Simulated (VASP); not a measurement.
KCl2, 6 atoms in the cell. The typed cell holds 6 atoms: a = 4.016 Å, b = 4.016 Å, c = 12.658 Å, α = 90.00°, β = 90.00°, γ = 60.00°. 

```yaml
Program: VASP 6.6.1
Task: single point
Functional: PBE
Potentials_or_basis: VASP PAW PBE potentials, release 64 (Cl, K_sv)
Cutoff: 520 eV
k_mesh: 7 × 7 × 2
Occupations: methfessel-paxton, width 0.0213 eV
Spin: no spin polarisation
Dipole_correction: no
Further_INCAR_settings: ALGO = Normal; EDIFF = 1e-07; NBANDS = 32
```

Potentials or basis: VASP PAW PBE potentials, release 64 (Cl, K_sv).

Command:

```bash
$ cat potpaw_PBE.64/Cl/POTCAR potpaw_PBE.64/K_sv/POTCAR > POTCAR
$ mpirun -np 1 vasp_std > vasp.out
```

Hardware: 1 thread of AMD EPYC 7R43 64-Core Processor (Zen 3) (shared host).

Question: How long does it take, and how much memory?

Answer: Wall time 4.9 min on 1 thread of AMD EPYC 7R43 64-Core Processor (Zen 3), on a shared host, peak memory 0.3 GiB. Counts: scf iterations 17, k points 32.
